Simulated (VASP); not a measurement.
# SnO in VASP: notebook, part 2 of 2

VASP 6.6.1. The steps go on from the part before.

## (3) Single point, PBE (volume scaled by 1.04, then relaxed in part)

Contents of INCAR:

```
SYSTEM = SnO
ALGO = Normal
EDIFF = 1E-6
ENCUT = 520
GGA = PE
ISIF = 2
ISMEAR = -1
LASPH = .TRUE.
LCHARG = .FALSE.
LREAL = .FALSE.
LWAVE = .FALSE.
NBANDS = 50
NELM = 100
PREC = Accurate
SIGMA = 0.02
```

Contents of KPOINTS:

```
k-points
0
G
  8 8 3
  0 0 0
```

Contents of POSCAR:

```
SnO
1.0
    2.5328985096     -2.8976358949      0.0000000000
    2.5328985096      2.8976358949      0.0000000000
    0.0000000000      0.0000000000     11.2663325705
Sn O
4 4
Direct
    0.0000208413     -0.0000208413     -0.0168905490
   -0.0000208413      0.0000208413      0.4831094510
    0.4998539354      0.5001460646      0.2738878752
    0.5001460646      0.4998539354      0.7738878752
    0.9999770466      0.4999938555      0.3785013369
    0.0000229534      0.5000061445      0.8785013369
    0.5000061445      0.0000229534      0.3785013369
    0.4999938555      0.9999770466      0.8785013369
```

Potentials or basis: VASP PAW PBE potentials, release 64 (Sn_d, O).

Launch:

```sh
cat potpaw_PBE.64/Sn_d/POTCAR potpaw_PBE.64/O/POTCAR > POTCAR
mpirun -np 1 vasp_std > vasp.out
```

Run time: 5.6 min. Hardware: 1 thread of Intel Xeon Platinum 8488C (Sapphire Rapids), shared host; peak memory 0.4 GiB.

The run converged. Its results:

```yaml
Free_energy: -44.7542 eV
Pressure: 0.7 GPa
Largest_force: 0.090 eV/Å
Band_gap_on_the_k_mesh: 0.96 eV
```

Forces on the atoms (eV/Å):
```
Sn   0.000  0.000  0.090
Sn   0.000  0.000  0.090
Sn   0.000 -0.002 -0.089
Sn   0.000  0.002 -0.089
O    0.000  0.001  0.000
O    0.000 -0.001  0.000
O    0.000  0.001  0.000
O    0.000 -0.001  0.000
```

Stress tensor (GPa, compression positive):
```
10.42  0.00  0.00
 0.00 -7.62  0.00
 0.00  0.00 -0.57
```

Levels at points of the mesh, in eV from the valence-band top:
| k point | band 36 | band 37 | band 38 | band 39 | band 40 | band 41 | band 42 | band 43 | band 44 | band 45 |
| --- | --- | --- | --- | --- | --- | --- | --- | --- | --- | --- |
| (0.00, 0.00, 0.00) | -2.91 | -1.85 | -1.65 | -1.64 | 0.00 | 1.55 | 2.06 | 3.50 | 3.65 | 3.68 |
| (0.50, 0.00, 0.00) | -4.04 | -1.95 | -1.95 | -1.42 | -1.42 | 2.15 | 2.15 | 2.70 | 2.70 | 5.16 |
| (0.50, 0.50, 0.00) | -1.73 | -1.69 | -1.36 | -1.24 | -1.24 | 0.96 | 1.31 | 2.83 | 3.05 | 3.24 |

Caveat: spin-orbit coupling is left out, which moves the levels of the heavy elements.

## (4) Single point, PBE (volume scaled by 0.98, then relaxed in part)

Contents of INCAR:

```
PREC = Accurate ; ENCUT = 520
EDIFF = 1E-7 ; ISMEAR = -1
SIGMA = 0.02 ; LREAL = False
LASPH = True ; NELM = 100
ALGO = Normal ; ISIF = 2
LWAVE = False ; LCHARG = True
GGA = PE ; LELF = True
LVHAR = True ; NBANDS = 50
```

Contents of KPOINTS:

```
regular mesh
0
Gamma
  8 8 3
```

Contents of POSCAR:

```
SnO
1.0
    2.4832209710     -2.8408047908      0.0000000000
    2.4832209710      2.8408047908      0.0000000000
    0.0000000000      0.0000000000     11.0453668788
Sn O
4 4
Direct
    0.0000005395     -0.0000005395     -0.0127900218
   -0.0000005395      0.0000005395      0.4872099782
    0.4998775117      0.5001224883      0.2697865493
    0.5001224883      0.4998775117      0.7697865493
    0.9999980407      0.4999679746      0.3785017363
    0.0000019593      0.5000320254      0.8785017363
    0.5000320254      0.0000019593      0.3785017363
    0.4999679746      0.9999980407      0.8785017363
```

Launch:

```sh
cat potpaw_PBE.64/Sn_d/POTCAR potpaw_PBE.64/O/POTCAR > POTCAR
mpirun -np 1 vasp_std > vasp.out
```

Wall time 8.4 min (1 thread of Oxide Virtual Turin-like, shared host); peak memory 0.35 GiB.

It converged, with:

* Free energy: -44.6492 eV
* Pressure: 3.2 GPa
* Largest force: 0.088 eV/Å
* Band gap on the k mesh: 0.54 eV

Forces in eV/Å, atoms in the order of the input:
```
Sn   0.000  0.000  0.088
Sn   0.000  0.000  0.088
Sn   0.000 -0.003 -0.087
Sn   0.000  0.003 -0.087
O    0.001  0.001  0.000
O   -0.001 -0.001  0.000
O   -0.001  0.001  0.000
O    0.001 -0.001  0.000
```

Stress tensor (GPa, compression positive):
```
14.74  0.00  0.00
 0.00 -5.04  0.00
 0.00  0.00 -0.22
```

Levels at points of the mesh, in eV from the valence-band top:
| k point | band 37 | band 38 | band 39 | band 40 | band 41 | band 42 | band 43 | band 44 |
| --- | --- | --- | --- | --- | --- | --- | --- | --- |
| (0.00, 0.00, 0.00) | -2.30 | -1.72 | -1.71 | 0.00 | 1.69 | 2.24 | 3.48 | 3.65 |
| (0.50, 0.00, 0.00) | -2.32 | -2.32 | -1.67 | -1.67 | 1.97 | 1.98 | 2.59 | 2.59 |
| (0.50, 0.50, 0.00) | -1.83 | -1.53 | -1.31 | -1.31 | 0.54 | 1.00 | 2.46 | 2.95 |

Caveat: spin-orbit coupling is left out, which moves the levels of the heavy elements. A k mesh can miss the band edges.

## (5) Single point, PBE (z stretched by -2 %, then relaxed in part)

Contents of INCAR:

```
  PREC = Accurate
  ENCUT = 520
  EDIFF = 1E-6
  ISMEAR = -1
  SIGMA = 0.02
  LREAL = F
  LASPH = T
  NELM = 80
  ALGO = Normal
  ISIF = 2
  LWAVE = F
  LCHARG = T
  GGA = PE
  LELF = T
  LVHAR = T
  NBANDS = 50
```

Contents of KPOINTS:

```
Automatic mesh
0
Gamma
  8 8 3
```

Contents of POSCAR:

```
SnO
1.0
    2.5000000000     -2.8600000000      0.0000000000
    2.5000000000      2.8600000000      0.0000000000
    0.0000000000      0.0000000000     10.8976000000
Sn O
4 4
Direct
    0.0000058389     -0.0000058389     -0.0121215763
   -0.0000058389      0.0000058389      0.4878784237
    0.4998706453      0.5001293547      0.2691179935
    0.5001293547      0.4998706453      0.7691179935
    0.9999944934      0.4999712218      0.3785017914
    0.0000055066      0.5000287782      0.8785017914
    0.5000287782      0.0000055066      0.3785017914
    0.4999712218      0.9999944934      0.8785017914
```

Launch:

```sh
cat potpaw_PBE.64/Sn_d/POTCAR potpaw_PBE.64/O/POTCAR > POTCAR
mpirun -np 1 vasp_std > vasp.out
```

Wall time 4.8 min (1 thread of Oxide Virtual Turin-like, shared host); peak memory 0.35 GiB.

It converged, with:

| Item | Value |
| --- | --- |
| Free energy | -44.7112 eV |
| Pressure | 2.5 GPa |
| Largest force | 0.088 eV/Å |
| Band gap on the k mesh | 0.51 eV |

Forces on the atoms (eV/Å):
```
Sn   0.000  0.000  0.088
Sn   0.000  0.000  0.088
Sn   0.000 -0.003 -0.088
Sn   0.000  0.003 -0.088
O    0.001  0.001  0.000
O   -0.001 -0.001  0.000
O   -0.001  0.001  0.000
O    0.001 -0.001  0.000
```

Stress tensor (GPa, compression positive):
```
13.63  0.00  0.00
 0.00 -6.02  0.00
 0.00  0.00 -0.21
```

Levels at points of the mesh, in eV from the valence-band top:
```tsv
k point	band 37	band 38	band 39	band 40	band 41	band 42	band 43	band 44
(0.00, 0.00, 0.00)	-2.24	-1.79	-1.77	0.00	1.62	2.11	3.37	3.65
(0.50, 0.00, 0.00)	-2.33	-2.32	-1.66	-1.66	2.03	2.03	2.64	2.64
(0.50, 0.50, 0.00)	-1.81	-1.56	-1.37	-1.37	0.51	0.92	2.45	2.91
```

Caveat: the cell differs from its parent crystal (z stretched by -2 %, then relaxed in part); spin-orbit coupling is left out, which moves the levels of the heavy elements. A k mesh can miss the band edges.

## (6) Single point, PBE (volume scaled by 1.06, then relaxed in part)

Contents of INCAR:

```
SYSTEM = SnO
  PREC = Accurate
  ENCUT = 520
  EDIFF = 1E-6
  ISMEAR = -1
  SIGMA = 0.02
  LREAL = .FALSE.
  LASPH = .TRUE.
  NELM = 80
  ALGO = Normal
  ISIF = 2
  LWAVE = .FALSE.
  LCHARG = .FALSE.
  GGA = PE
  NBANDS = 50
```

Contents of KPOINTS:

```
regular mesh
0
G
  8 8 3
  0 0 0
```

Contents of POSCAR:

```
SnO
1.0
    2.5490320561     -2.9160926721      0.0000000000
    2.5490320561      2.9160926721      0.0000000000
    0.0000000000      0.0000000000     11.3380945853
Sn O
4 4
Direct
   -0.0000849339      0.0000849339     -0.0181363020
    0.0000849339     -0.0000849339      0.4818636980
    0.5000803636      0.4999196364      0.2751372397
    0.4999196364      0.5000803636      0.7751372397
    1.0001061518      0.4999004849      0.3784995311
   -0.0001061518      0.5000995151      0.8784995311
    0.5000995151     -0.0001061518      0.3784995311
    0.4999004849      1.0001061518      0.8784995311
```

Potentials or basis: VASP PAW PBE potentials, release 64 (Sn_d, O).

Launch:

```sh
cat potpaw_PBE.64/Sn_d/POTCAR potpaw_PBE.64/O/POTCAR > POTCAR
mpirun -np 1 vasp_std > vasp.out
```

Wall time 8.9 min (1 thread of Oxide Virtual Turin-like, shared host); peak memory 0.37 GiB.

It converged, with:

- Free energy: -44.7605 eV
- Pressure: 0.1 GPa
- Largest force: 0.075 eV/Å
- Band gap on the k mesh: 1.09 eV

Forces on the atoms (eV/Å):
```
Sn   0.000  0.000  0.075
Sn   0.000  0.000  0.075
Sn   0.000  0.000 -0.075
Sn   0.000  0.000 -0.075
O    0.000  0.000  0.000
O    0.000  0.000  0.000
O    0.000  0.000  0.000
O    0.000  0.000  0.000
```

Stress tensor (GPa, compression positive):
```
 9.20  0.00  0.00
 0.00 -8.35  0.00
 0.00  0.00 -0.69
```

Levels at points of the mesh, in eV from the valence-band top:
```tsv
k point	band 36	band 37	band 38	band 39	band 40	band 41	band 42	band 43	band 44	band 45
(0.00, 0.00, 0.00)	-2.83	-1.72	-1.63	-1.62	0.00	1.51	2.00	3.46	3.59	3.74
(0.50, 0.00, 0.00)	-3.97	-1.84	-1.84	-1.34	-1.34	2.20	2.20	2.74	2.74	5.09
(0.50, 0.50, 0.00)	-1.66	-1.66	-1.31	-1.22	-1.22	1.09	1.40	2.94	3.03	3.26
```

Caveat: spin-orbit coupling is left out, which moves the levels of the heavy elements.

## (7) Summary

| cell | gap on the mesh (eV) | pressure (GPa) | largest force (eV/Å) |
| --- | --- | --- | --- |
| a = 3.799, b = 3.799, c = 11.454 Å, angles 90.0, 90.0, 97.7°, 8 atoms | 0.95 | 2.1 | 0.10 |
| a = 3.849, b = 3.849, c = 11.266 Å, angles 90.0, 90.0, 97.7°, 8 atoms | 0.96 | 0.7 | 0.09 |
| a = 3.773, b = 3.773, c = 11.045 Å, angles 90.0, 90.0, 97.7°, 8 atoms | 0.54 | 3.2 | 0.09 |
| a = 3.799, b = 3.799, c = 10.898 Å, angles 90.0, 90.0, 97.7°, 8 atoms | 0.51 | 2.5 | 0.09 |
| a = 3.873, b = 3.873, c = 11.338 Å, angles 90.0, 90.0, 97.7°, 8 atoms | 1.09 | 0.1 | 0.07 |

Alike in all rows: task single point; level PBE; potentials or basis VASP PAW PBE potentials, release 64 (Sn_d, O); no spin polarisation; k mesh 8 × 8 × 3; cutoff (eV) 520; smearing fermi-dirac 0.02 eV.

Caveats: spin-orbit coupling is left out, which moves the levels of the heavy elements.

Absolute energies hang on the potentials; compare differences alone.
